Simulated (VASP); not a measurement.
# KBr (I4/mmm) in VASP: a series of runs

KBr is run at these levels: r2SCAN; tasks: single point.

Everything below comes from runs of VASP 6.6.1. Logs are shortened: lines on timing, memory, paths and dates and some standing lists are left out, and cuts for length are marked.

### Step 1. The cell of the first run

The structure is tetragonal, space group I4/mmm (No. 139). The conventional cell has a = 4.889 Å, b = 4.889 Å, c = 6.585 Å, α = 90.00°, β = 90.00°, γ = 90.00°. Within 4.3 Å of K (site symmetry 4/mmm) lie 6 Br at 3.29 to 3.46 Å. Br (site symmetry 4/mmm) has 6 K at 3.29 to 3.46 Å within 4.3 Å.

### Step 2. Single point, r2SCAN (strain +0.050 along x and y, +0.000 along z)

POSCAR reads:

```
KBr
1.0
    0.0000000000      3.4571250000      3.2925000000
    3.4571250000      0.0000000000      3.2925000000
    3.4571250000      3.4571250000      0.0000000000
K Br
1 1
Direct
    0.0000000000      0.0000000000      0.0000000000
    0.5000000000      0.5000000000      0.5000000000
```

INCAR.step1 reads:

```
SYSTEM = KBr
ALGO = Normal
EDIFF = 1E-4
ENCUT = 520
GGA = PE
ISMEAR = 0
LASPH = .True.
LCHARG = .False.
LREAL = .False.
LWAVE = .True.
NBANDS = 15
NELM = 80
PREC = Accurate
SIGMA = 0.05
```

INCAR.step2 reads:

```
SYSTEM = KBr
ALGO = Normal
EDIFF = 1E-6
ENCUT = 520
ISIF = 2
ISMEAR = 0
ISTART = 1
LASPH = .True.
LCHARG = .False.
LMIXTAU = .True.
LREAL = .False.
LWAVE = .False.
METAGGA = R2SCAN
NBANDS = 15
NELM = 80
PREC = Accurate
SIGMA = 0.05
```

KPOINTS reads:

```
k-points
0
Gamma
  6 6 6
  0 0 0
```

Potentials or basis: VASP PAW PBE potentials, release 64 (K_sv, Br).

On the command line:

```console
$ cat potpaw_PBE.64/K_sv/POTCAR potpaw_PBE.64/Br/POTCAR > POTCAR
$ cp INCAR.step1 INCAR
$ mpirun -np 1 vasp_std > vasp.out
$ cp INCAR.step2 INCAR
$ mpirun -np 1 vasp_std > vasp.out
```

OUTCAR:

```text
SYSTEM = KBr
   EDIFF = 1E-6
   ENCUT = 520
   ISIF = 2
   ISMEAR = 0
   ISTART = 1
   LASPH = .True.
   LREAL = .False.
   METAGGA = R2SCAN
   NELM = 80
   PREC = Accurate

 ion  position               nearest neighbor table
   1  0.000  0.000  0.000-   2 3.29   2 3.29
   2  0.500  0.500  0.500-   1 3.29   1 3.29

  LATTYP: Found a body centered tetragonal cell.
 ALAT       =     4.8891130618
 C/A-ratio  =     1.3468700594

  Lattice vectors:

 A1 = (   0.0000000000,  -3.4571250000,  -3.2925000000)
 A2 = (   0.0000000000,   3.4571250000,  -3.2925000000)
 A3 = (   3.4571250000,   0.0000000000,   3.2925000000)

Analysis of symmetry for initial positions (statically):
=====================================================================
 Subroutine PRICEL returns:
 Original cell was already a primitive cell.

 Routine SETGRP: Setting up the symmetry group for a
 body centered tetragonal supercell.

 Subroutine GETGRP returns: Found 16 space group operations
 (whereof 16 operations were pure point group operations)
 out of a pool of 16 trial point group operations.

The static configuration has the point symmetry D_4h.

Analysis of symmetry for dynamics (positions and initial velocities):
=====================================================================
 Subroutine PRICEL returns:
 Original cell was already a primitive cell.

 Routine SETGRP: Setting up the symmetry group for a
 body centered tetragonal supercell.

 Subroutine GETGRP returns: Found 16 space group operations
 (whereof 16 operations were pure point group operations)
 out of a pool of 16 trial point group operations.

The dynamic configuration has the point symmetry D_4h.

 Subroutine INISYM returns: Found 16 space group operations
 (whereof 16 operations are pure point group operations),
 and found     1 'primitive' translations

----------------------------------------------------------------------------------------

                                     Primitive cell

  volume of cell :      78.7020

  direct lattice vectors                    reciprocal lattice vectors
     0.000000000  3.457125000  3.292500000    -0.144628846  0.144628846  0.151860289
     3.457125000  0.000000000  3.292500000     0.144628846 -0.144628846  0.151860289
     3.457125000  3.457125000  0.000000000     0.144628846  0.144628846 -0.151860289

  length of vectors
     4.774125000  4.774125000  4.889113062     0.254748020  0.254748020  0.254748020

  position of ions in fractional coordinates (direct lattice)
     0.000000000  0.000000000  0.000000000
     0.500000000  0.500000000  0.500000000

  ion indices of the primitive-cell ions
   primitive index   ion index
                 1           1
                 2           2

----------------------------------------------------------------------------------------

 KPOINTS: k-points

Automatic generation of k-mesh.
 Grid dimensions read from file:
 generate k-points for:    6    6    6

 Generating k-lattice:

  Cartesian coordinates                     Fractional coordinates (reciprocal lattice)
    -0.024104808  0.024104808  0.025310048     0.166666667 -0.000000000  0.000000000
     0.024104808 -0.024104808  0.025310048    -0.000000000  0.166666667  0.000000000
     0.024104808  0.024104808 -0.025310048     0.000000000  0.000000000  0.166666667

  Length of vectors
     0.042458003  0.042458003  0.042458003

  Shift w.r.t. Gamma in fractional coordinates (k-lattice)
     0.000000000  0.000000000  0.000000000

 Subroutine IBZKPT returns following result:
 ===========================================

 Found     30 irreducible k-points:

 Following reciprocal coordinates:
            Coordinates               Weight
  0.000000  0.000000  0.000000      1.000000
  0.166667  0.000000  0.000000      8.000000
  0.333333  0.000000  0.000000      8.000000
  0.500000  0.000000  0.000000      4.000000
  0.166667  0.166667  0.000000      2.000000
  0.333333  0.166667  0.000000      8.000000
[... 16 lines left out ...]
  0.333333  0.000000  0.333333      4.000000
  0.500000 -0.000000  0.333333     16.000000
 [... further k-points ...]
   k-points           NKPTS =     30   k-points in BZ     NKDIM =     30   number of bands    NBANDS=     15
   number of dos      NEDOS =    301   number of ions     NIONS =      2
   total plane-waves  NPLWV =  46656
   dimension x,y,z NGX =    36 NGY =   36 NGZ =   36
   dimension x,y,z NGXF=    72 NGYF=   72 NGZF=   72
   ions per type =               1   1
   NGX,Y,Z   is equivalent  to a cutoff of  12.54, 12.54, 12.24 a.u.
   NGXF,Y,Z  is equivalent  to a cutoff of  25.07, 25.07, 24.48 a.u.
 SYSTEM =  KBr
   PREC   = accura    normal or accurate (medium, high low for compatibility)
   ISTART =      1    job   : 0-new  1-cont  2-samecut
   ICHARG =      0    charge: 1-file 2-atom 10-const
   ISPIN  =      1    spin polarized calculation?
   LNONCOLLINEAR =      F non collinear calculations
   LSORBIT =      F    spin-orbit coupling
   LASPH  =      T    aspherical Exc in radial PAW
   ENCUT  =  520.0 eV  38.22 Ry    6.18 a.u.   8.88  8.88  9.09*2*pi/ulx,y,z
   NELM   =     80;   NELMIN=  2; NELMDL=  0     # of ELM steps
   EDIFF  = 0.1E-05   stopping-criterion for ELM
   LREAL  =      F    real-space projection
   EDIFFG = 0.1E-04   stopping-criterion for IOM
   NSW    =      0    number of steps for IOM
   IBRION =     -1    ionic relax: 0-MD 1-quasi-New 2-CG
   NFREE  =      0    steps in history (QN), initial steepest desc. (CG)
   ISIF   =      2    stress and relaxation
   ISYM   =      2    0-nonsym 1-usesym 2-fastsym
   POTIM  = 0.5000    time-step for ionic-motion
   TEBEG  =    0.0;   TEEND  =   0.0 temperature during run
   PSTRESS=    0.0 pullay stress
   NELECT =      16.0000    total number of electrons
   NUPDOWN=      -1.0000    fix difference up-down
   EMIN   =  10.00;   EMAX   =-10.00  energy-range for DOS
   EFERMI =   0.00;   METHOD = LEGACY
   ISMEAR =     0;   SIGMA  =   0.05  broadening in eV -4-tet -1-fermi 0-gaus
   EFERMI_NEDOS =   21; number of points for ismear=-14 and -15
   IALGO  =     38    algorithm
   IMIX   =      4    mixing-type and parameters
     AMIX     =   0.40;   BMIX     =  1.00
     AMIX_MAG =   1.60;   BMIX_MAG =  1.00
  volume/ion in A,a.u.               =      39.35       265.55
  Fermi-wavevector in a.u.,A,eV,Ry     =   0.962615  1.819079 12.607547  0.926629
  Thomas-Fermi vector in A             =   2.092090
   LORBIT       =      0    0 simple, 1 ext, 2 COOP (PROOUT), +10 PAW based schemes
   METAGGA = R2SCAN    functional components
   LHFCALC =     F    Hartree Fock is set to
   AEXX    =    0.0000 exact exchange contribution
   IVDW    =     0    specifies the selected vdW correction
   LEPSILON=     F    determine dielectric tensor
   LRPA    =     F    only Hartree local field effects (RPA)
 non-spin polarized calculation
 Gauss-broadening in eV      SIGMA  =   0.05
  energy-cutoff  :      520.00
  volume of cell :       78.70
 maximum number of plane-waves:      2136
   NGX = 17   NGY = 17   NGZ = 19

 number of electron      16.0000003 magnetization

 Free energy of the ion-electron system (eV)
  ---------------------------------------------------
  ext. energy  EPLUGINS =         0.00000000
  ---------------------------------------------------
  free energy    TOTEN  =       -23.21584375 eV

  energy without entropy =      -23.21584375  energy(sigma->0) =      -23.21584375

 E-fermi :  -2.1319     XC(G=0):  -7.3582

 val. band max:       -2.4728607225   @ k =   0.0000   0.0000   0.0000
 cond. band min:       2.3524537137   @ k =   0.0000   0.0000   0.0000
 fundamental gap:      4.8253144362
 Fermi energy:        -2.1319196684

 k-point     1 :       0.0000    0.0000    0.0000
  band No.  band energies     occupation
      1     -31.5633      2.00000
      2     -15.1074      2.00000
      3     -14.2659      2.00000
      4     -14.2659      2.00000
      5     -14.2567      2.00000
      6      -2.4832      2.00000
      7      -2.4832      2.00000
      8      -2.4729      2.00000
      9       2.3525      0.00000
     10       5.6460      0.00000
     11       5.6460      0.00000
     12       5.9252      0.00000
     13       6.5416      0.00000
     14       6.7843      0.00000
     15       9.3176      0.00000

 k-point     2 :       0.1667    0.0000    0.0000
  band No.  band energies     occupation
      1     -31.5625      2.00000
      2     -15.1540      2.00000
      3     -14.2677      2.00000
      4     -14.2623      2.00000
      5     -14.1987      2.00000
      6      -2.7803      2.00000
      7      -2.5527      2.00000
      8      -2.5464      2.00000
      9       2.9468      0.00000
     10       5.5250      0.00000
     11       5.9650      0.00000
     12       6.1405      0.00000
     13       6.8500      0.00000
     14       7.1158      0.00000
     15      10.2220      0.00000

 k-point     3 :       0.3333    0.0000    0.0000
  band No.  band energies     occupation
      1     -31.5608      2.00000
      2     -15.2326      2.00000
      3     -14.2713      2.00000
      4     -14.2628      2.00000
      5     -14.0891      2.00000
      6      -3.2708      2.00000
      7      -2.6846      2.00000
      8      -2.6794      2.00000
      9       4.0326      0.00000
     10       5.6227      0.00000
     11       6.8056      0.00000
     12       6.9454      0.00000
     13       7.6294      0.00000
     14       7.9470      0.00000
     15       9.3512      0.00000
[... 343 lines left out ...]
 k-point    23 :       0.3333    0.0000    0.3333
  band No.  band energies     occupation
      1     -31.5603      2.00000
      2     -15.1016      2.00000
      3     -14.2794      2.00000
      4     -14.2762      2.00000
      5     -14.2443      2.00000
      6      -3.1767      2.00000
      7      -2.6757      2.00000
      8      -2.6533      2.00000
      9       4.2860      0.00000
     10       4.4428      0.00000
     11       7.3039      0.00000
     12       7.3406      0.00000
     13       7.8480      0.00000
     14       7.9761      0.00000
     15       8.7286      0.00000

 k-point    24 :       0.5000   -0.0000    0.3333
  band No.  band energies     occupation
      1     -31.5595      2.00000
      2     -15.1026      2.00000
      3     -14.3056      2.00000
      4     -14.2794      2.00000
      5     -14.2151      2.00000
      6      -3.1928      2.00000
      7      -2.8455      2.00000
      8      -2.7207      2.00000
      9       4.3835      0.00000
     10       5.3529      0.00000
     11       6.7487      0.00000
     12       7.7136      0.00000
     13       7.7597      0.00000
     14       8.4867      0.00000
     15       8.8410      0.00000

 [... further k-points ...]

------------------------ aborting loop because EDIFF is reached ----------------------------------------

  FORCE on cell =-STRESS in cart. coord.  units (eV):
  Direction    XX          YY          ZZ          XY          YZ          ZX
  --------------------------------------------------------------------------------------
  -------------------------------------------------------------------------------------
  Total       -0.6946219     -0.6946219     -0.1287061      0.0000000      0.0000000      0.0000000
  in kB      -14.1407719    -14.1407719     -2.6201359      0.0000000      0.0000000      0.0000000
  external PRESSURE =     -10.3005599 kB  Pullay stress =       0.0000000 kB

 VOLUME and BASIS-vectors are now :
 -----------------------------------------------------------------------------
  energy-cutoff  :      520.00
  volume of cell :       78.70
      direct lattice vectors                 reciprocal lattice vectors
     0.000000000  3.457125000  3.292500000    -0.144628846  0.144628846  0.151860289
     3.457125000  0.000000000  3.292500000     0.144628846 -0.144628846  0.151860289
     3.457125000  3.457125000  0.000000000     0.144628846  0.144628846 -0.151860289

 POSITION                                       TOTAL-FORCE (eV/Angst)
 -----------------------------------------------------------------------------------
      0.00000      0.00000      0.00000         0.000000     -0.000000      0.000000
      3.45713      3.45713      3.29250        -0.000000      0.000000      0.000000
 -----------------------------------------------------------------------------------
    total drift:                                0.000000      0.000000      0.000000

  FREE ENERGIE OF THE ION-ELECTRON SYSTEM (eV)
  ---------------------------------------------------
  free  energy   TOTEN  =       -23.2158437519 eV

  energy  without entropy=      -23.2158437519  energy(sigma->0) =      -23.21584375
```

Wall time 54 s (1 thread of Intel Xeon 6975P-C (Granite Rapids), shared host); peak memory 0.22 GiB.

What came out:

- Free energy: -23.2158 eV
- Pressure: -1.0 GPa
- Band gap on the k mesh: 4.83 eV, direct

Stress tensor (GPa, compression positive):
```
-1.41  0.00  0.00
 0.00 -1.41  0.00
 0.00  0.00 -0.26
```

Caveat: the cell differs from its parent crystal (strain +0.050 along x and y, +0.000 along z); the PAW data sets were made with another functional, which shifts forces and pressure a little.

### Step 3. Single point, r2SCAN (strain -0.050 along x and y, +0.025 along z)

POSCAR reads:

```
KBr
1.0
    0.0000000000      3.1278750000      3.3748125000
    3.1278750000      0.0000000000      3.3748125000
    3.1278750000      3.1278750000      0.0000000000
K Br
1 1
Direct
    0.0000000000      0.0000000000      0.0000000000
    0.5000000000      0.5000000000      0.5000000000
```

INCAR.step1 reads:

```
ALGO = Normal ; EDIFF = 1E-4
ENCUT = 520 ; GGA = PE
ISMEAR = 0 ; LASPH = True
LCHARG = False ; LREAL = False
LWAVE = True ; NBANDS = 15
NELM = 100 ; PREC = Accurate
SIGMA = 0.05
```

INCAR.step2 reads:

```
ALGO = Normal ; EDIFF = 1E-6
ENCUT = 520 ; ISIF = 2
ISMEAR = 0 ; ISTART = 1
LASPH = True ; LCHARG = False
LMIXTAU = True ; LREAL = False
LWAVE = False ; METAGGA = R2SCAN
NBANDS = 15 ; NELM = 100
PREC = Accurate ; SIGMA = 0.05
```

KPOINTS reads:

```
k-points
0
Gamma
  6 6 6
```

Potentials or basis: VASP PAW PBE potentials, release 64 (K_sv, Br).

On the command line:

```console
$ cat potpaw_PBE.64/K_sv/POTCAR potpaw_PBE.64/Br/POTCAR > POTCAR
$ cp INCAR.step1 INCAR
$ mpirun -np 1 vasp_std > vasp.out
$ cp INCAR.step2 INCAR
$ mpirun -np 1 vasp_std > vasp.out
```

Run time: 52 s. Hardware: 1 thread of Intel Xeon 6975P-C (Granite Rapids), shared host; peak memory 0.22 GiB.

It converged, with:

| Property | Result |
| --- | --- |
| Free energy | -23.1773 eV |
| Pressure | 2.1 GPa |
| Band gap on the k mesh | 5.28 eV, direct |

Stress tensor (GPa, compression positive):
```
 3.34  0.00  0.00
 0.00  3.34  0.00
 0.00  0.00 -0.29
```

Levels at points of the mesh, in eV from the valence-band top:
| k point | band 4 | band 5 | band 6 | band 7 | band 8 | band 9 | band 10 | band 11 | band 12 | band 13 |
| --- | --- | --- | --- | --- | --- | --- | --- | --- | --- | --- |
| (0.00, 0.00, 0.00) | -11.45 | -11.45 | -0.07 | 0.00 | 0.00 | 5.28 | 7.88 | 8.39 | 8.39 | 9.11 |
| (0.50, 0.00, 0.00) | -11.44 | -11.11 | -1.38 | -0.46 | -0.43 | 7.27 | 9.13 | 10.74 | 10.75 | 10.77 |
| (0.50, 0.50, 0.00) | -11.48 | -11.48 | -1.03 | -0.26 | -0.26 | 6.29 | 8.35 | 10.20 | 10.35 | 10.85 |
| (0.50, 0.00, 0.50) | -11.52 | -11.49 | -0.89 | -0.39 | -0.37 | 6.19 | 8.33 | 10.40 | 10.70 | 10.92 |

Caveat: the cell differs from its parent crystal (strain -0.050 along x and y, +0.025 along z); the PAW data sets were made with another functional, which shifts forces and pressure a little.

### Step 4. Single point, r2SCAN (strain -0.050 along x and y, +0.050 along z)

POSCAR reads:

```
KBr
1.0
    0.0000000000      3.1278750000      3.4571250000
    3.1278750000      0.0000000000      3.4571250000
    3.1278750000      3.1278750000      0.0000000000
K Br
1 1
Direct
    0.0000000000      0.0000000000      0.0000000000
    0.5000000000      0.5000000000      0.5000000000
```

INCAR.step1 reads:

```
ALGO = Normal ; EDIFF = 1E-4
ENCUT = 520 ; GGA = PE
ISMEAR = 0 ; LASPH = T
LCHARG = F ; LREAL = F
LWAVE = T ; NBANDS = 15
NELM = 60 ; PREC = Accurate
SIGMA = 0.05
```

INCAR.step2 reads:

```
ALGO = Normal ; EDIFF = 1E-7
ENCUT = 520 ; ISIF = 2
ISMEAR = 0 ; ISTART = 1
LASPH = T ; LCHARG = T
LELF = T ; LMIXTAU = T
LREAL = F ; LVHAR = T
LWAVE = F ; METAGGA = R2SCAN
NBANDS = 15 ; NELM = 60
PREC = Accurate ; SIGMA = 0.05
```

KPOINTS is that of step 3.

On the command line:

```console
$ cat potpaw_PBE.64/K_sv/POTCAR potpaw_PBE.64/Br/POTCAR > POTCAR
$ cp INCAR.step1 INCAR
$ mpirun -np 1 vasp_std > vasp.out
$ cp INCAR.step2 INCAR
$ mpirun -np 1 vasp_std > vasp.out
```

Wall time 75 s (1 thread of Intel Xeon 6975P-C (Granite Rapids), shared host); peak memory 0.22 GiB.

It converged, with:

* Free energy: -23.1711 eV
* Pressure: 1.8 GPa
* Band gap on the k mesh: 5.18 eV, direct

Stress tensor (GPa, compression positive):
```
 3.16  0.00  0.00
 0.00  3.16  0.00
 0.00  0.00 -0.97
```

Levels at points of the mesh, in eV from the valence-band top:
| k point | band 4 | band 5 | band 6 | band 7 | band 8 | band 9 | band 10 | band 11 | band 12 | band 13 |
| --- | --- | --- | --- | --- | --- | --- | --- | --- | --- | --- |
| (0.00, 0.00, 0.00) | -11.49 | -11.49 | -0.09 | 0.00 | 0.00 | 5.18 | 7.80 | 8.45 | 8.45 | 9.07 |
| (0.50, 0.00, 0.00) | -11.48 | -11.15 | -1.34 | -0.45 | -0.41 | 7.21 | 9.01 | 10.64 | 10.70 | 10.71 |
| (0.50, 0.50, 0.00) | -11.52 | -11.52 | -1.02 | -0.23 | -0.23 | 6.35 | 8.26 | 10.09 | 10.14 | 10.78 |
| (0.50, 0.00, 0.50) | -11.56 | -11.53 | -0.85 | -0.40 | -0.37 | 6.22 | 8.24 | 10.39 | 10.57 | 10.87 |

Caveat: the cell differs from its parent crystal (strain -0.050 along x and y, +0.050 along z); the PAW data sets were made with another functional, which shifts forces and pressure a little.

### Step 5. The runs side by side

| cell | gap on the mesh (eV) | pressure (GPa) |
| --- | --- | --- |
| a = 4.774, b = 4.774, c = 4.889 Å, angles 59.2, 59.2, 61.6°, 2 atoms | 4.83 | -1.0 |
| a = 4.601, b = 4.601, c = 4.423 Å, angles 61.3, 61.3, 57.5°, 2 atoms | 5.28 | 2.1 |
| a = 4.662, b = 4.662, c = 4.423 Å, angles 61.7, 61.7, 56.6°, 2 atoms | 5.18 | 1.8 |

Alike in all rows: task single point; level r2SCAN; potentials or basis VASP PAW PBE potentials, release 64 (K_sv, Br); no spin polarisation; k mesh 6 × 6 × 6; cutoff (eV) 520; smearing gaussian 0.05 eV.

Caveats: the PAW data sets were made with another functional, which shifts forces and pressure a little.

Total energies depend on the potentials used, so only differences within one code and one set of settings carry meaning.
